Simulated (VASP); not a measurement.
A run of VASP 6.6.1:

INCAR

```
ALGO = Normal
EDIFF = 1E-6
ENCUT = 520
GGA = CA
ISIF = 2
ISMEAR = -1
ISPIN = 2
LASPH = T
LCHARG = F
LORBIT = 11
LREAL = Auto
LWAVE = F
MAGMOM = 0 0 0 0 0 0 0 0 0 0 0 0 0 0 0 0 0 0 0 0 0 0 0 0 0 0 0 0 0 0 0 0 0 0 0 0 0 0 0 0 0 0 0 0 0 0 0 0 0 0 0 0 0 0 0 0 0 0 0 0 0 0 0
NBANDS = 166
NELECT = 253.0
NELM = 150
PREC = Accurate
SIGMA = 0.05
```

Contents of KPOINTS:

```
k-points
0
Gamma
  1 1 1
```

Contents of POSCAR:

```
Si62B
1.0
   10.8600000000      0.0000000000      0.0000000000
    0.0000000000     10.8600000000      0.0000000000
    0.0000000000      0.0000000000     10.8600000000
Si B
62 1
Direct
    0.4998620626      0.0012570902      0.0035954880
    0.6305060773      0.1228569982      0.1308050645
    0.7500600368      0.2490193370      0.0009891344
    0.8737762431      0.3692965930      0.1326258748
    0.7688086556      0.0175406077      0.2662188766
   -0.0004642726     -0.0001796501      0.0019695212
    0.1145088398      0.1267193370      0.1342485267
    0.2427546961      0.2484641805      0.0028879374
    0.3755127072      0.3734405157      0.1200858195
    0.5023732044      0.4981448435     -0.0037218232
    0.6227569982      0.6243332413      0.1246808471
    0.7470798343      0.7483869245     -0.0044932781
    0.8722498158      0.8762925414      0.1251303867
    0.2461516575      0.0014310313      0.2515207182
    0.3745545120      0.1243755064      0.3754589319
    0.4973265193      0.2475982505      0.2472342541
    0.6056869245      0.3890239411      0.3641797422
    0.7498362799      0.5005875691      0.2513749540
    0.8760470534      0.6243054328      0.3772232965
    0.5044383978      0.0027259669      0.4971039595
    0.6276995396      0.1298088398      0.6215028545
    0.8778043278      0.3490689687      0.6019802947
    0.7503598527      0.0038023941      0.7484825046
    0.8767238490      0.1256883978      0.8758977901
   -0.0047511971      0.4993624309      0.0052357274
    0.1229068140      0.6258190608      0.1269419890
    0.2493054328      0.7488092081      0.0002088398
    0.3722752302      0.8757593923      0.1260372007
   -0.0141867403      0.2449057090      0.2733915285
    0.1271152855      0.3753802947      0.3744417127
    0.2525213628      0.4994777164      0.2464039595
    0.3701134438      0.6309609576      0.3729634438
    0.5007046961      0.7535161142      0.2498325967
    0.6317287293      0.8810774401      0.3714872007
   -0.0132697053      0.0211148250      0.5022854512
    0.1292032228      0.1247632597      0.6290999079
    0.2511283610      0.2500901473      0.5009626151
    0.3744540516      0.3750018416      0.6262122468
    0.4927493554      0.5056570902      0.5009980663
    0.6285834254      0.6210562615      0.6235767956
    0.7502738490      0.7510250460      0.4992488029
    0.8744042357      0.8781794659      0.6241246777
    0.2558259669     -0.0035497238      0.7493433702
    0.3740950276      0.1249568140      0.8775367403
    0.5004174033      0.2488069061      0.7480253223
    0.6289038674      0.3735366483      0.8697133517
    0.7575939227      0.4843420810      0.7334245856
    0.8726122468      0.6179375691      0.8695462247
   -0.0030633517      0.7526978821      0.2509111418
    0.1118683241      0.8865391344      0.3772543278
    0.0018404236      0.4972888582      0.4992998158
    0.1238063536      0.6267674954      0.6268522099
    0.2419534991      0.7570564457      0.4973499079
    0.3788172192      0.8731559853      0.6207560773
    0.0024674954      0.2498850829      0.7498600368
    0.1220179558      0.3792155617      0.8777616022
    0.2500381215      0.5009010129      0.7507826888
    0.3764060773      0.6250459484      0.8746422652
    0.5017990792      0.7477511050      0.7470377532
    0.6213327808      0.8773268877      0.8726313996
   -0.0021592081      0.7505906998      0.7505699816
    0.1255408840      0.8751313076      0.8750685083
    0.8952872007      0.1311277164      0.3872261510
```

Potentials or basis: VASP PAW LDA potentials, release 64 (Si, B).

Launch:

```bash
$ cat potpaw_LDA.64/Si/POTCAR potpaw_LDA.64/B/POTCAR > POTCAR
$ mpirun -np 1 vasp_gam > vasp.out
```

Hardware: 1 thread of Intel(R) Xeon(R) 6975P-C (Granite Rapids), with other jobs on the host.

Question: How long does it take, and how much memory?

Answer: Run time: 5.3 min on 1 thread of Intel(R) Xeon(R) 6975P-C (Granite Rapids), on a shared host, peak memory 0.92 GiB. Counts: scf iterations 15, k points 1.
